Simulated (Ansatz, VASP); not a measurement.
# BeS: VASP beside Ansatz

File INCAR:

```
SYSTEM = BeS
PREC = Accurate
ENCUT = 520
EDIFF = 1E-7
ISMEAR = 0
SIGMA = 0.01
LREAL = .FALSE.
LASPH = .TRUE.
NELM = 80
ALGO = Normal
ISIF = 2
LWAVE = .FALSE.
LCHARG = .FALSE.
GGA = PS
NBANDS = 11
```

Contents of KPOINTS:

```
regular mesh
0
G
  8 8 8
  0 0 0
```

Contents of POSCAR:

```
BeS
1.0
    2.3496543098      2.3496543098      0.0000000000
   -2.3496543098      2.3496543098      0.0000000000
    0.0000000000      2.3496543098      2.3496543098
Be S
1 1
Direct
    0.0000000000      0.0000000000      0.0000000000
    0.7500000000      0.2500000000      0.5000000000
```

Input for Ansatz:

```yaml
crystal:
  lattice:
    - [2.34965430978, 2.34965430978, 0.0]
    - [-2.34965430978, 2.34965430978, 0.0]
    - [0.0, 2.34965430978, 2.34965430978]
  atoms:
    - { symbol: Be, position: [0.0, 0.0, 0.0] }
    - { symbol: S, position: [0.75, 0.25, 0.5] }
kpoints:
  mp_grid: { grid: [8, 8, 8] }
scf:
  occupations: { method: fixed }
  convergence: { dr2_threshold: 1.0e-10 }
hamiltonian:
  xc: pbesol
  pseudopotentials: { kind: all_electron, lapw: { basis_error: 0.0005 } }
output:
  forces: true
  stress: true
  eigenstates:
    kpoints:
      - [0.0, 0.0, 0.0]
      - [-0.5, 0.5, 0.0]
      - [-0.5, -0.5, -0.5]
      - [0.0, 0.0, -0.5]
      - [0.0, -0.5, -0.5]
      - [0.0, 0.5, 0.0]
      - [-0.5, 0.0, 0.0]
      - [-0.5, 0.0, -0.5]
  eigenvalues: true
```

Alike in both runs: task single point; functional PBEsol; k mesh 8 × 8 × 8; no spin polarisation.

```csv
,VASP,Ansatz
version,VASP 6.6.1,Ansatz 0.2.0
potentials or method,"VASP PAW PBE potentials, release 64 (Be, S), cutoff 520 eV","all-electron LAPW, scalar-relativistic"
occupations,"gaussian, width 0.01 eV",fixed
```

```tsv
	VASP	Ansatz	Ansatz less VASP
gap on the k mesh at the Fermi level (eV)	2.69	2.69	-0.001
pressure (GPa)	10.2	9.9	-0.25
```

VASP's potentials were made for PBE, not for PBEsol. Ansatz ran all-electron here, and VASP with PAW potentials.
